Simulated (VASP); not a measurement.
# Pd (Fm-3m) in VASP: notebook, part 2 of 3

VASP 6.6.1.

### 3 Single point, BLYP

This run uses another cell than the first one, of 14.75 Å³/atom.

Contents of INCAR:

```
PREC = Accurate
ENCUT = 500
EDIFF = 1E-6
ISMEAR = -5
SIGMA = 0.05
LREAL = F
LASPH = T
NELM = 120
ALGO = Normal
ISIF = 2
LWAVE = F
LCHARG = F
GGA = B5
ALDAX = 1.0
AGGAX = 1.0
AGGAC = 1.0
ALDAC = 0.0
NBANDS = 11
GGA_COMPAT = F
```

Contents of KPOINTS:

```
Automatic mesh
0
Gamma
  12 12 12
```

Contents of POSCAR:

```
Pd
1.0
    0.0000000000      1.9465000000      1.9465000000
    1.9465000000      0.0000000000      1.9465000000
    1.9465000000      1.9465000000      0.0000000000
Pd
1
Direct
    0.0000000000      0.0000000000      0.0000000000
```

Potentials or basis: VASP PAW PBE potentials, release 64 (Pd).

Started as:

```bash
$ cat potpaw_PBE.64/Pd/POTCAR > POTCAR
$ mpirun -np 1 vasp_std > vasp.out
```

OUTCAR:

```text
PREC = Accurate
   ENCUT = 500
   EDIFF = 1E-6
   ISMEAR = -5
   LREAL = F
   LASPH = T
   NELM = 120
   ISIF = 2
   GGA = B5

 ion  position               nearest neighbor table
   1  0.000  0.000  0.000-

  LATTYP: Found a face centered cubic cell.
 ALAT       =     3.8930000000

  Lattice vectors:

 A1 = (   0.0000000000,   1.9465000000,   1.9465000000)
 A2 = (   1.9465000000,   0.0000000000,   1.9465000000)
 A3 = (   1.9465000000,   1.9465000000,   0.0000000000)

Analysis of symmetry for initial positions (statically):
=====================================================================
 Subroutine PRICEL returns:
 Original cell was already a primitive cell.

 Routine SETGRP: Setting up the symmetry group for a
 face centered cubic supercell.

 Subroutine GETGRP returns: Found 48 space group operations
 (whereof 48 operations were pure point group operations)
 out of a pool of 48 trial point group operations.

The static configuration has the point symmetry O_h .

Analysis of symmetry for dynamics (positions and initial velocities):
=====================================================================
 Subroutine PRICEL returns:
 Original cell was already a primitive cell.

 Routine SETGRP: Setting up the symmetry group for a
 face centered cubic supercell.

 Subroutine GETGRP returns: Found 48 space group operations
 (whereof 48 operations were pure point group operations)
 out of a pool of 48 trial point group operations.

The dynamic configuration has the point symmetry O_h .

 Subroutine INISYM returns: Found 48 space group operations
 (whereof 48 operations are pure point group operations),
 and found     1 'primitive' translations

----------------------------------------------------------------------------------------

                                     Primitive cell

  volume of cell :      14.7500

  direct lattice vectors                    reciprocal lattice vectors
     0.000000000  1.946500000  1.946500000    -0.256871307  0.256871307  0.256871307
     1.946500000  0.000000000  1.946500000     0.256871307 -0.256871307  0.256871307
     1.946500000  1.946500000  0.000000000     0.256871307  0.256871307 -0.256871307

  length of vectors
     2.752766699  2.752766699  2.752766699     0.444914156  0.444914156  0.444914156

  position of ions in fractional coordinates (direct lattice)
     0.000000000  0.000000000  0.000000000

  ion indices of the primitive-cell ions
   primitive index   ion index
                 1           1

----------------------------------------------------------------------------------------

 KPOINTS: Automatic mesh

Automatic generation of k-mesh.
 Grid dimensions read from file:
 generate k-points for:   12   12   12

 Generating k-lattice:

  Cartesian coordinates                     Fractional coordinates (reciprocal lattice)
    -0.021405942  0.021405942  0.021405942     0.083333333  0.000000000  0.000000000
     0.021405942 -0.021405942  0.021405942     0.000000000  0.083333333  0.000000000
     0.021405942  0.021405942 -0.021405942     0.000000000  0.000000000  0.083333333

  Length of vectors
     0.037076180  0.037076180  0.037076180

  Shift w.r.t. Gamma in fractional coordinates (k-lattice)
     0.000000000  0.000000000  0.000000000

 TETIRR: Found    247 inequivalent tetrahedra from    10368

 Subroutine IBZKPT returns following result:
 ===========================================

 Found     72 irreducible k-points:

 Following reciprocal coordinates:
            Coordinates               Weight
  0.000000  0.000000  0.000000      1.000000
  0.083333  0.000000  0.000000      8.000000
  0.166667  0.000000  0.000000      8.000000
  0.250000  0.000000  0.000000      8.000000
  0.333333  0.000000  0.000000      8.000000
  0.416667  0.000000  0.000000      8.000000
[... 16 lines left out ...]
  0.500000  0.166667  0.000000     24.000000
 -0.416667  0.166667  0.000000     24.000000
 [... further k-points ...]
   k-points           NKPTS =     72   k-points in BZ     NKDIM =     72   number of bands    NBANDS=     11
   number of dos      NEDOS =    301   number of ions     NIONS =      1
   total plane-waves  NPLWV =   8000
   dimension x,y,z NGX =    20 NGY =   20 NGZ =   20
   dimension x,y,z NGXF=    40 NGYF=   40 NGZF=   40
   ions per type =               1
   NGX,Y,Z   is equivalent  to a cutoff of  12.08, 12.08, 12.08 a.u.
   NGXF,Y,Z  is equivalent  to a cutoff of  24.16, 24.16, 24.16 a.u.
 SYSTEM =  unknown system
   PREC   = accura    normal or accurate (medium, high low for compatibility)
   ISTART =      0    job   : 0-new  1-cont  2-samecut
   ICHARG =      2    charge: 1-file 2-atom 10-const
   ISPIN  =      1    spin polarized calculation?
   LNONCOLLINEAR =      F non collinear calculations
   LSORBIT =      F    spin-orbit coupling
   LASPH  =      T    aspherical Exc in radial PAW
   ENCUT  =  500.0 eV  36.75 Ry    6.06 a.u.   5.02  5.02  5.02*2*pi/ulx,y,z
   NELM   =    120;   NELMIN=  2; NELMDL= -5     # of ELM steps
   EDIFF  = 0.1E-05   stopping-criterion for ELM
   LREAL  =      F    real-space projection
   EDIFFG = 0.1E-04   stopping-criterion for IOM
   NSW    =      0    number of steps for IOM
   IBRION =     -1    ionic relax: 0-MD 1-quasi-New 2-CG
   NFREE  =      0    steps in history (QN), initial steepest desc. (CG)
   ISIF   =      2    stress and relaxation
   ISYM   =      2    0-nonsym 1-usesym 2-fastsym
   POTIM  = 0.5000    time-step for ionic-motion
   TEBEG  =    0.0;   TEEND  =   0.0 temperature during run
   PSTRESS=    0.0 pullay stress
   NELECT =      10.0000    total number of electrons
   NUPDOWN=      -1.0000    fix difference up-down
   EMIN   =  10.00;   EMAX   =-10.00  energy-range for DOS
   EFERMI =   0.00;   METHOD = LEGACY
   ISMEAR =    -5;   SIGMA  =   0.05  broadening in eV -4-tet -1-fermi 0-gaus
   EFERMI_NEDOS =   21; number of points for ismear=-14 and -15
   IALGO  =     38    algorithm
   IMIX   =      4    mixing-type and parameters
     AMIX     =   0.40;   BMIX     =  1.00
     AMIX_MAG =   1.60;   BMIX_MAG =  1.00
  volume/ion in A,a.u.               =      14.75        99.54
  Fermi-wavevector in a.u.,A,eV,Ry     =   1.438171  2.717748 28.141404  2.068335
  Thomas-Fermi vector in A             =   2.557167
   LORBIT       =      0    0 simple, 1 ext, 2 COOP (PROOUT), +10 PAW based schemes
   GGA     = B5    functional components
   LHFCALC =     F    Hartree Fock is set to
   AEXX    =    0.0000 exact exchange contribution
   IVDW    =     0    specifies the selected vdW correction
   LEPSILON=     F    determine dielectric tensor
   LRPA    =     F    only Hartree local field effects (RPA)
 non-spin polarized calculation
 Fermi weights with tetrahedron method with Bloechl corrections
  energy-cutoff  :      500.00
  volume of cell :       14.75
 maximum number of plane-waves:       388
   NGX =  9   NGY =  9   NGZ =  9

 number of electron      10.0000000 magnetization

 number of electron       9.9999999 magnetization

 Free energy of the ion-electron system (eV)
  ---------------------------------------------------
  ext. energy  EPLUGINS =         0.00000000
  ---------------------------------------------------
  free energy    TOTEN  =        -4.29630215 eV

  energy without entropy =       -4.29630215  energy(sigma->0) =       -4.29630215

 E-fermi :  10.2898     XC(G=0): -12.5424

 val. band max:       10.3304502422   @ k =   0.5000   0.1667   0.0000
 cond. band min:      10.0762216942   @ k =   0.3333   0.3333   0.0000
 fundamental gap:     -0.2542285481
 Fermi energy:        10.2898492891

 k-point     1 :       0.0000    0.0000    0.0000
  band No.  band energies     occupation
      1       3.3237      2.00000
      2       7.4634      2.00000
      3       7.4634      2.00000
      4       7.4634      2.00000
      5       9.0665      2.00000
      6       9.0665      2.00000
      7      27.8075      0.00000
      8      32.4109      0.00000
      9      32.4109      0.00000
     10      32.4109      0.00000
     11      36.2282      0.00000
[... 309 lines left out ...]
 k-point    24 :      -0.4167    0.1667    0.0000
  band No.  band energies     occupation
      1       5.6644      2.00000
      2       7.0079      2.00000
      3       7.9538      2.00000
      4       8.4489      2.00000
      5      10.0608      2.06240
      6      14.0893      0.00000
      7      17.9530      0.00000
      8      26.3788      0.00000
      9      29.3660      0.00000
     10      30.2599      0.00000
     11      36.2805      0.00000

 [... further k-points ...]

------------------------ aborting loop because EDIFF is reached ----------------------------------------

  FORCE on cell =-STRESS in cart. coord.  units (eV):
  Direction    XX          YY          ZZ          XY          YZ          ZX
  --------------------------------------------------------------------------------------
  -------------------------------------------------------------------------------------
  Total        1.7277964      1.7277964      1.7277964      0.0000000      0.0000000     -0.0000000
  in kB      187.6765173    187.6765173    187.6765173      0.0000000      0.0000000     -0.0000000
  external PRESSURE =     187.6765173 kB  Pullay stress =       0.0000000 kB

 VOLUME and BASIS-vectors are now :
 -----------------------------------------------------------------------------
  energy-cutoff  :      500.00
  volume of cell :       14.75
      direct lattice vectors                 reciprocal lattice vectors
     0.000000000  1.946500000  1.946500000    -0.256871307  0.256871307  0.256871307
     1.946500000  0.000000000  1.946500000     0.256871307 -0.256871307  0.256871307
     1.946500000  1.946500000  0.000000000     0.256871307  0.256871307 -0.256871307

 POSITION                                       TOTAL-FORCE (eV/Angst)
 -----------------------------------------------------------------------------------
      0.00000      0.00000      0.00000         0.000000     -0.000000      0.000000
 -----------------------------------------------------------------------------------
    total drift:                               -0.000000     -0.000000     -0.000000

  FREE ENERGIE OF THE ION-ELECTRON SYSTEM (eV)
  ---------------------------------------------------
  free  energy   TOTEN  =        -4.2963021536 eV

  energy  without entropy=       -4.2963021536  energy(sigma->0) =       -4.29630215
```

OSZICAR:

```text
N       E                     dE             d eps       ncg     rms          rms(c)
DAV:   1     0.431297071431E+02    0.43130E+02   -0.50499E+03  1616   0.826E+02
DAV:   2    -0.397592350215E+01   -0.47106E+02   -0.45971E+02  1776   0.183E+02
DAV:   3    -0.453871295522E+01   -0.56279E+00   -0.56094E+00  1923   0.212E+01
DAV:   4    -0.454125396561E+01   -0.25410E-02   -0.25242E-02  1918   0.145E+00
DAV:   5    -0.454128268848E+01   -0.28723E-04   -0.28511E-04  2098   0.139E-01    0.747E+00
DAV:   6    -0.430916801856E+01    0.23211E+00   -0.94621E-01  1965   0.780E+00    0.361E+00
DAV:   7    -0.430004185061E+01    0.91262E-02   -0.19411E-02  2073   0.862E-01    0.187E+00
DAV:   8    -0.429637941411E+01    0.36624E-02   -0.14092E-03  1991   0.348E-01    0.489E-02
DAV:   9    -0.429629494489E+01    0.84469E-04   -0.14694E-04  2221   0.100E-01    0.136E-02
DAV:  10    -0.429630092945E+01   -0.59846E-05   -0.62986E-06  1937   0.237E-02    0.703E-03
DAV:  11    -0.429630225533E+01   -0.13259E-05   -0.10932E-07  1352   0.273E-03    0.109E-03
DAV:  12    -0.429630215358E+01    0.10175E-06   -0.22060E-08  1266   0.147E-03
   1 F= -.42963022E+01 E0= -.42963022E+01  d E =0.000000E+00
```

Run time: 9.8 s. Hardware: 1 thread of AMD EPYC 9R45 (Zen 5), shared host; peak memory 0.1 GiB.

Results:

* Free energy: -4.2963 eV
* Pressure: 18.8 GPa
* Band gap on the k mesh: zero (bands 5 and 6 overlap by 1.61 eV)

Caveat: the cell stands under pressure; the PAW data sets were made with another functional, which shifts forces and pressure a little; tetrahedron occupations give inexact forces and stress in metals.

(Part 2 of 3 ends here.)
